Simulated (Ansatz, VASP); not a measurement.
WC in VASP and in Ansatz

```xyz
2
Lattice="2.9219 0.0000 0.0000 -1.4609 2.5304 0.0000 0.0000 0.0000 2.8473" Properties=species:S:1:pos:R:3 pbc="T T T"
W     0.0000    0.0000    0.0000
C     0.0000    1.6870    1.4236
```

Alike in both runs: functional PBE; k mesh 18 × 18 × 14; occupations gaussian, width 0.1 eV; no spin polarisation.

Ansatz relaxed the structure, and its values are those at the end. VASP's run is a single point on that final structure, the one shown.

|  | VASP | Ansatz |
| --- | --- | --- |
| version | VASP 6.6.1 | Ansatz 0.2.0 |
| potentials or method | VASP PAW PBE potentials, release 64 (W_sv, C), cutoff 520 eV | scalar-relativistic, plane waves, PAW |
| valence electrons in the cell | 18 | 18 |

```tsv
	VASP	Ansatz	Ansatz less VASP
gap on the k mesh at the Fermi level (eV)	none	none	-
pressure (GPa)	1.0	0.0	-1.01
```

A gap of «none» marks a metal or a gap that the smearing closes. With one functional, cell and mesh, what is left measures potentials, basis and numerics.

Neither program's run includes spin-orbit coupling.
